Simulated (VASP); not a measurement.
# Ir (Fm-3m) in VASP: notebook

Runs on Ir. Level: BLYP. Tasks: single point.

All numbers are computed with VASP 6.6.1; they aren't measurements. Logs are shortened: lines on timing, memory, paths and dates and some standing lists are left out, and cuts for length are marked.

## 1. The cell of the first run

The structure is cubic, space group Fm-3m (No. 225). Conventional cell: a = 3.884 Å, b = 3.884 Å, c = 3.884 Å, α = 90.00°, β = 90.00°, γ = 90.00°. Within 3.6 Å of Ir (site symmetry m-3m) lie 12 Ir at 2.75 Å.

## 2. Single point, BLYP (volume scaled by 0.96)

INCAR reads:

```
SYSTEM = Ir
AGGAC = 1.0 ; AGGAX = 1.0
ALDAC = 0.0 ; ALDAX = 1.0
ALGO = Normal ; EDIFF = 1E-7
ENCUT = 520 ; GGA = B5
ISIF = 2 ; ISMEAR = -1
LASPH = .True. ; LCHARG = .True.
LELF = .True. ; LREAL = .False.
LVHAR = .True. ; LWAVE = .False.
NBANDS = 10 ; NELM = 100
PREC = Accurate ; SIGMA = 0.1
```

KPOINTS reads:

```
k-points
0
Gamma
  22 22 22
  0 0 0
```

POSCAR reads:

```
Ir
1.0
    0.0000000000      1.9422330586      1.9422330586
    1.9422330586      0.0000000000      1.9422330586
    1.9422330586      1.9422330586      0.0000000000
Ir
1
Direct
    0.0000000000      0.0000000000      0.0000000000
```

Potentials or basis: VASP PAW PBE potentials, release 64 (Ir).

On the command line:

```console
$ cat potpaw_PBE.64/Ir/POTCAR > POTCAR
$ mpirun -np 1 vasp_std > vasp.out
```

OUTCAR:

```text
SYSTEM = Ir
   EDIFF = 1E-7
   ENCUT = 520
   GGA = B5
   ISIF = 2
   ISMEAR = -1
   LASPH = .True.
   LREAL = .False.
   NELM = 100
   PREC = Accurate

 ion  position               nearest neighbor table
   1  0.000  0.000  0.000-

  LATTYP: Found a face centered cubic cell.
 ALAT       =     3.8844661172

  Lattice vectors:

 A1 = (   0.0000000000,   1.9422330586,   1.9422330586)
 A2 = (   1.9422330586,   0.0000000000,   1.9422330586)
 A3 = (   1.9422330586,   1.9422330586,   0.0000000000)

Analysis of symmetry for initial positions (statically):
=====================================================================
 Subroutine PRICEL returns:
 Original cell was already a primitive cell.

 Routine SETGRP: Setting up the symmetry group for a
 face centered cubic supercell.

 Subroutine GETGRP returns: Found 48 space group operations
 (whereof 48 operations were pure point group operations)
 out of a pool of 48 trial point group operations.

The static configuration has the point symmetry O_h .

Analysis of symmetry for dynamics (positions and initial velocities):
=====================================================================
 Subroutine PRICEL returns:
 Original cell was already a primitive cell.

 Routine SETGRP: Setting up the symmetry group for a
 face centered cubic supercell.

 Subroutine GETGRP returns: Found 48 space group operations
 (whereof 48 operations were pure point group operations)
 out of a pool of 48 trial point group operations.

The dynamic configuration has the point symmetry O_h .

 Subroutine INISYM returns: Found 48 space group operations
 (whereof 48 operations are pure point group operations),
 and found     1 'primitive' translations

----------------------------------------------------------------------------------------

                                     Primitive cell

  volume of cell :      14.6533

  direct lattice vectors                    reciprocal lattice vectors
     0.000000000  1.942233059  1.942233059    -0.257435635  0.257435635  0.257435635
     1.942233059  0.000000000  1.942233059     0.257435635 -0.257435635  0.257435635
     1.942233059  1.942233059  0.000000000     0.257435635  0.257435635 -0.257435635

  length of vectors
     2.746732333  2.746732333  2.746732333     0.445891599  0.445891599  0.445891599

  position of ions in fractional coordinates (direct lattice)
     0.000000000  0.000000000  0.000000000

  ion indices of the primitive-cell ions
   primitive index   ion index
                 1           1

----------------------------------------------------------------------------------------

 KPOINTS: k-points

Automatic generation of k-mesh.
 Grid dimensions read from file:
 generate k-points for:   22   22   22

 Generating k-lattice:

  Cartesian coordinates                     Fractional coordinates (reciprocal lattice)
    -0.011701620  0.011701620  0.011701620     0.045454545  0.000000000  0.000000000
     0.011701620 -0.011701620  0.011701620     0.000000000  0.045454545  0.000000000
     0.011701620  0.011701620 -0.011701620     0.000000000  0.000000000  0.045454545

  Length of vectors
     0.020267800  0.020267800  0.020267800

  Shift w.r.t. Gamma in fractional coordinates (k-lattice)
     0.000000000  0.000000000  0.000000000

 Subroutine IBZKPT returns following result:
 ===========================================

 Found    328 irreducible k-points:

 Following reciprocal coordinates:
            Coordinates               Weight
  0.000000  0.000000  0.000000      1.000000
  0.045455  0.000000  0.000000      8.000000
  0.090909  0.000000  0.000000      8.000000
  0.136364  0.000000  0.000000      8.000000
  0.181818  0.000000  0.000000      8.000000
  0.227273  0.000000  0.000000      8.000000
[... 16 lines left out ...]
  0.500000  0.045455  0.000000     24.000000
 -0.454545  0.045455  0.000000     24.000000
 [... further k-points ...]
   k-points           NKPTS =    328   k-points in BZ     NKDIM =    328   number of bands    NBANDS=     10
   number of dos      NEDOS =    301   number of ions     NIONS =      1
   total plane-waves  NPLWV =   8000
   dimension x,y,z NGX =    20 NGY =   20 NGZ =   20
   dimension x,y,z NGXF=    40 NGYF=   40 NGZF=   40
   ions per type =               1
   NGX,Y,Z   is equivalent  to a cutoff of  12.10, 12.10, 12.10 a.u.
   NGXF,Y,Z  is equivalent  to a cutoff of  24.21, 24.21, 24.21 a.u.
 SYSTEM =  Ir
   PREC   = accura    normal or accurate (medium, high low for compatibility)
   ISTART =      0    job   : 0-new  1-cont  2-samecut
   ICHARG =      2    charge: 1-file 2-atom 10-const
   ISPIN  =      1    spin polarized calculation?
   LNONCOLLINEAR =      F non collinear calculations
   LSORBIT =      F    spin-orbit coupling
   LASPH  =      T    aspherical Exc in radial PAW
   ENCUT  =  520.0 eV  38.22 Ry    6.18 a.u.   5.11  5.11  5.11*2*pi/ulx,y,z
   NELM   =    100;   NELMIN=  2; NELMDL= -5     # of ELM steps
   EDIFF  = 0.1E-06   stopping-criterion for ELM
   LREAL  =      F    real-space projection
   EDIFFG = 0.1E-05   stopping-criterion for IOM
   NSW    =      0    number of steps for IOM
   IBRION =     -1    ionic relax: 0-MD 1-quasi-New 2-CG
   NFREE  =      0    steps in history (QN), initial steepest desc. (CG)
   ISIF   =      2    stress and relaxation
   ISYM   =      2    0-nonsym 1-usesym 2-fastsym
   POTIM  = 0.5000    time-step for ionic-motion
   TEBEG  =    0.0;   TEEND  =   0.0 temperature during run
   PSTRESS=    0.0 pullay stress
   NELECT =       9.0000    total number of electrons
   NUPDOWN=      -1.0000    fix difference up-down
   EMIN   =  10.00;   EMAX   =-10.00  energy-range for DOS
   EFERMI =   0.00;   METHOD = LEGACY
   ISMEAR =    -1;   SIGMA  =   0.10  broadening in eV -4-tet -1-fermi 0-gaus
   EFERMI_NEDOS =   21; number of points for ismear=-14 and -15
   IALGO  =     38    algorithm
   IMIX   =      4    mixing-type and parameters
     AMIX     =   0.40;   BMIX     =  1.00
     AMIX_MAG =   1.60;   BMIX_MAG =  1.00
  volume/ion in A,a.u.               =      14.65        98.89
  Fermi-wavevector in a.u.,A,eV,Ry     =   1.391589  2.629722 26.347954  1.936520
  Thomas-Fermi vector in A             =   2.515414
   LORBIT       =      0    0 simple, 1 ext, 2 COOP (PROOUT), +10 PAW based schemes
   GGA     = B5    functional components
   LHFCALC =     F    Hartree Fock is set to
   AEXX    =    0.0000 exact exchange contribution
   IVDW    =     0    specifies the selected vdW correction
   LEPSILON=     F    determine dielectric tensor
   LRPA    =     F    only Hartree local field effects (RPA)
 non-spin polarized calculation
  energy-cutoff  :      520.00
  volume of cell :       14.65
 maximum number of plane-waves:       411
   NGX = 11   NGY = 11   NGZ = 11

 number of electron       9.0000000 magnetization

 Free energy of the ion-electron system (eV)
  ---------------------------------------------------
  ext. energy  EPLUGINS =         0.00000000
  ---------------------------------------------------
  free energy    TOTEN  =        -7.42691961 eV

  energy without entropy =       -7.39207361  energy(sigma->0) =       -7.40949661

 E-fermi :  10.3679     XC(G=0): -13.0707

 val. band max:       10.3675556743   @ k =  -0.3636   0.0455   0.0000
 cond. band min:      10.3680665581   @ k =   0.3182   0.1364   0.0000
 fundamental gap:      0.0005108837
 Fermi energy:        10.3678706275

 k-point     1 :       0.0000    0.0000    0.0000
  band No.  band energies     occupation
      1      -0.1529      2.00000
      2       6.6964      2.00000
      3       6.6964      2.00000
      4       6.6964      2.00000
      5       9.2265      1.99998
      6       9.2265      1.99998
      7      25.1102      0.00000
      8      30.3578      0.00000
      9      30.3578      0.00000
     10      30.3578      0.00000

 k-point     2 :       0.0455    0.0000    0.0000
  band No.  band energies     occupation
      1      -0.0636      2.00000
      2       6.6513      2.00000
      3       6.7352      2.00000
      4       6.7352      2.00000
      5       9.2022      1.99998
      6       9.2022      1.99998
      7      25.2616      0.00000
      8      29.8738      0.00000
      9      30.5018      0.00000
     10      30.5018      0.00000

 k-point     3 :       0.0909    0.0000    0.0000
  band No.  band energies     occupation
      1       0.1985      2.00000
      2       6.5293      2.00000
      3       6.8420      2.00000
      4       6.8420      2.00000
      5       9.1427      1.99999
      6       9.1427      1.99999
      7      25.6909      0.00000
      8      28.8038      0.00000
      9      30.9249      0.00000
     10      30.9249      0.00000

 k-point     4 :       0.1364    0.0000    0.0000
  band No.  band energies     occupation
      1       0.6135      2.00000
      2       6.3691      2.00000
      3       6.9850      2.00000
      4       6.9850      2.00000
      5       9.0888      1.99999
      6       9.0888      1.99999
      7      26.3123      0.00000
      8      27.5673      0.00000
      9      31.5996      0.00000
     10      31.5996      0.00000
[... 222 lines left out ...]
 k-point    22 :       0.4545    0.0455    0.0000
  band No.  band energies     occupation
      1       2.8139      2.00000
      2       6.5778      2.00000
      3       6.7267      2.00000
      4       9.0412      2.00000
      5      11.1589      0.00073
      6      11.3457      0.00011
      7      18.1535      0.00000
      8      25.0065      0.00000
      9      30.0393      0.00000
     10      30.4392      0.00000

 k-point    23 :       0.5000    0.0455    0.0000
  band No.  band energies     occupation
      1       2.8077      2.00000
      2       6.5408      2.00000
      3       6.6750      2.00000
      4       9.5263      1.99956
      5      11.2242      0.00038
      6      11.7152      0.00000
      7      17.3700      0.00000
      8      24.8317      0.00000
      9      29.8827      0.00000
     10      29.8966      0.00000

 k-point    24 :      -0.4545    0.0455    0.0000
  band No.  band energies     occupation
      1       2.8100      2.00000
      2       6.5590      2.00000
      3       6.6744      2.00000
      4       9.4481      1.99980
      5      11.0953      0.00139
      6      11.7212      0.00000
      7      17.5431      0.00000
      8      24.8670      0.00000
      9      29.7404      0.00000
     10      30.1872      0.00000

 [... further k-points ...]
[... 5 lines left out ...]
  --------------------------------------------------------------------------------------
  -------------------------------------------------------------------------------------
  Total        1.4602939      1.4602939      1.4602939      0.0000000      0.0000000      0.0000000
  in kB      159.6676137    159.6676137    159.6676137      0.0000000      0.0000000      0.0000000
  external PRESSURE =     159.6676137 kB  Pullay stress =       0.0000000 kB

 VOLUME and BASIS-vectors are now :
 -----------------------------------------------------------------------------
  energy-cutoff  :      520.00
  volume of cell :       14.65
      direct lattice vectors                 reciprocal lattice vectors
     0.000000000  1.942233059  1.942233059    -0.257435635  0.257435635  0.257435635
     1.942233059  0.000000000  1.942233059     0.257435635 -0.257435635  0.257435635
     1.942233059  1.942233059  0.000000000     0.257435635  0.257435635 -0.257435635

 POSITION                                       TOTAL-FORCE (eV/Angst)
 -----------------------------------------------------------------------------------
      0.00000      0.00000      0.00000         0.000000      0.000000      0.000000
 -----------------------------------------------------------------------------------
    total drift:                                0.000000      0.000000     -0.000000

  FREE ENERGIE OF THE ION-ELECTRON SYSTEM (eV)
  ---------------------------------------------------
  free  energy   TOTEN  =        -7.4269196147 eV

  energy  without entropy=       -7.3920736084  energy(sigma->0) =       -7.40949661
```

Run time: 35 s. Hardware: 1 thread of Intel Xeon Platinum 8259CL at 2.50GHz (Skylake/Cascade Lake), shared host; peak memory 0.16 GiB.

What came out:

```yaml
Free_energy: -7.4269 eV
Pressure: 16.0 GPa
```

Caveat: the cell differs from its parent crystal (volume scaled by 0.96); the PAW data sets were made with another functional, which shifts forces and pressure a little; spin-orbit coupling is left out, which moves the levels of the heavy elements.

## 3. Single point, BLYP

This run uses another cell than the first one, of 15.26 Å³/atom, 1.042 times its volume.

INCAR reads:

```
PREC = Accurate ; ENCUT = 520
EDIFF = 1E-6 ; ISMEAR = -1
SIGMA = 0.1 ; LREAL = False
LASPH = True ; NELM = 80
ALGO = Normal ; ISIF = 2
LWAVE = False ; LCHARG = False
GGA = B5 ; ALDAX = 1.0
AGGAX = 1.0 ; AGGAC = 1.0
ALDAC = 0.0 ; NBANDS = 10
```

KPOINTS reads:

```
Automatic mesh
0
Gamma
  22 22 22
```

POSCAR reads:

```
Ir
1.0
    0.0000000000      1.9688422975      1.9688422975
    1.9688422975      0.0000000000      1.9688422975
    1.9688422975      1.9688422975      0.0000000000
Ir
1
Direct
    0.0000000000      0.0000000000      0.0000000000
```

Potentials or basis: VASP PAW PBE potentials, release 64 (Ir).

On the command line:

```console
$ cat potpaw_PBE.64/Ir/POTCAR > POTCAR
$ mpirun -np 1 vasp_std > vasp.out
```

OUTCAR:

```text
PREC = Accurate
   ENCUT = 520
   EDIFF = 1E-6
   ISMEAR = -1
   LREAL = False
   LASPH = True
   NELM = 80
   ISIF = 2
   GGA = B5

 ion  position               nearest neighbor table
   1  0.000  0.000  0.000-

  LATTYP: Found a face centered cubic cell.
 ALAT       =     3.9376845950

  Lattice vectors:

 A1 = (   0.0000000000,   1.9688422975,   1.9688422975)
 A2 = (   1.9688422975,   0.0000000000,   1.9688422975)
 A3 = (   1.9688422975,   1.9688422975,   0.0000000000)

Analysis of symmetry for initial positions (statically):
=====================================================================
 Subroutine PRICEL returns:
 Original cell was already a primitive cell.

 Routine SETGRP: Setting up the symmetry group for a
 face centered cubic supercell.

 Subroutine GETGRP returns: Found 48 space group operations
 (whereof 48 operations were pure point group operations)
 out of a pool of 48 trial point group operations.

The static configuration has the point symmetry O_h .
[... 155 lines left out ...]
  free energy    TOTEN  =        -7.46086748 eV

  energy without entropy =       -7.42365100  energy(sigma->0) =       -7.44225924

 E-fermi :   9.6879     XC(G=0): -12.8364

 val. band max:        9.6864988944   @ k =  -0.3636   0.0455   0.0000
 cond. band min:       9.6994164994   @ k =  -0.3636   0.2727   0.0000
 fundamental gap:      0.0129176050
 Fermi energy:         9.6879160775

 k-point     1 :       0.0000    0.0000    0.0000
  band No.  band energies     occupation
      1      -0.4141      2.00000
      2       6.2429      2.00000
      3       6.2429      2.00000
      4       6.2429      2.00000
      5       8.6122      1.99996
      6       8.6122      1.99996
      7      24.4923      0.00000
      8      29.4978      0.00000
      9      29.4978      0.00000
     10      29.4978      0.00000
[... 287 lines left out ...]
 k-point    24 :      -0.4545    0.0455    0.0000
  band No.  band energies     occupation
      1       2.5311      2.00000
      2       6.1201      2.00000
      3       6.2279      2.00000
      4       8.8716      1.99943
      5      10.3611      0.00238
      6      10.9773      0.00001
      7      16.4755      0.00000
      8      24.2273      0.00000
      9      28.6806      0.00000
     10      29.1257      0.00000

 [... further k-points ...]
[... 5 lines left out ...]
  --------------------------------------------------------------------------------------
  -------------------------------------------------------------------------------------
  Total        0.2188569      0.2188569      0.2188569      0.0000000      0.0000000     -0.0000000
  in kB       22.9724843     22.9724843     22.9724843      0.0000000      0.0000000     -0.0000000
  external PRESSURE =      22.9724843 kB  Pullay stress =       0.0000000 kB

 VOLUME and BASIS-vectors are now :
 -----------------------------------------------------------------------------
  energy-cutoff  :      520.00
  volume of cell :       15.26
      direct lattice vectors                 reciprocal lattice vectors
     0.000000000  1.968842297  1.968842297    -0.253956348  0.253956348  0.253956348
     1.968842297  0.000000000  1.968842297     0.253956348 -0.253956348  0.253956348
     1.968842297  1.968842297  0.000000000     0.253956348  0.253956348 -0.253956348

 POSITION                                       TOTAL-FORCE (eV/Angst)
 -----------------------------------------------------------------------------------
      0.00000      0.00000      0.00000        -0.000000      0.000000      0.000000
 -----------------------------------------------------------------------------------
    total drift:                               -0.000000      0.000000     -0.000000

  FREE ENERGIE OF THE ION-ELECTRON SYSTEM (eV)
  ---------------------------------------------------
  free  energy   TOTEN  =        -7.4608674809 eV

  energy  without entropy=       -7.4236509982  energy(sigma->0) =       -7.44225924
```

It took 31 s on 1 thread of Intel Xeon Platinum 8259CL at 2.50GHz (Skylake/Cascade Lake), shared host; peak memory 0.18 GiB.

Results:

- Free energy: -7.4609 eV
- Pressure: 2.3 GPa

Levels at points of the mesh, in eV from the Fermi level:
| k point | band 2 | band 3 | band 4 | band 5 | band 6 | band 7 |
| --- | --- | --- | --- | --- | --- | --- |
| (0.00, 0.00, 0.00) | -3.45 | -3.45 | -3.45 | -1.08 | -1.08 | 14.80 |
| (0.50, 0.00, 0.00) | -3.52 | -3.52 | -0.21 | 0.79 | 0.79 | 6.59 |
| (0.50, 0.50, 0.00) | -6.49 | 0.75 | 1.30 | 1.30 | 2.02 | 9.57 |

Caveat: the PAW data sets were made with another functional, which shifts forces and pressure a little; spin-orbit coupling is left out, which moves the levels of the heavy elements.

## 4. Single point, BLYP

This run uses another cell than the first one, of 15.26 Å³/atom, 1.042 times its volume.

INCAR reads:

```
SYSTEM = Ir
AGGAC    = 1.0          
AGGAX    = 1.0          
ALDAC    = 0.0          
ALDAX    = 1.0          
ALGO     = Normal         ! electronic algorithm
EDIFF    = 1E-7           ! SCF threshold, eV
ENCUT    = 520            ! plane-wave cutoff, eV
GGA      = B5             ! functional
ISIF     = 2              ! what is computed and relaxed
ISMEAR   = -1             ! smearing method
LASPH    = .True.         ! aspherical terms in the spheres
LCHARG   = .False.        ! write CHGCAR
LREAL    = .False.        ! projectors in reciprocal space
LWAVE    = .False.        ! write WAVECAR
NBANDS   = 10             ! bands
NELM     = 60             ! most SCF steps
PREC     = Accurate       ! precision mode
SIGMA    = 0.1            ! smearing width, eV
```

KPOINTS reads:

```
k-points
0
Gamma
  22 22 22
  0 0 0
```

POSCAR is that of step 3.

On the command line:

```console
$ cat potpaw_PBE.64/Ir/POTCAR > POTCAR
$ mpirun -np 1 vasp_std > vasp.out
```

It took 31 s on 1 thread of Intel Xeon Platinum 8259CL at 2.50GHz (Skylake/Cascade Lake), shared host; peak memory 0.19 GiB.

It converged, with:

| Quantity | Value |
| --- | --- |
| Free energy | -7.4609 eV |
| Pressure | 2.3 GPa |

Levels at points of the mesh, in eV from the Fermi level:
| k point | band 1 | band 2 | band 3 | band 4 | band 5 | band 6 | band 7 | band 8 |
| --- | --- | --- | --- | --- | --- | --- | --- | --- |
| (0.00, 0.00, 0.00) | -10.10 | -3.45 | -3.45 | -3.45 | -1.08 | -1.08 | 14.80 | 19.81 |
| (0.50, 0.00, 0.00) | -7.23 | -3.52 | -3.52 | -0.21 | 0.79 | 0.79 | 6.59 | 14.36 |
| (0.50, 0.50, 0.00) | -6.97 | -6.49 | 0.75 | 1.30 | 1.30 | 2.02 | 9.57 | 11.56 |

Caveat: the PAW data sets were made with another functional, which shifts forces and pressure a little; spin-orbit coupling is left out, which moves the levels of the heavy elements.

(Continued in part 2 of 2.)
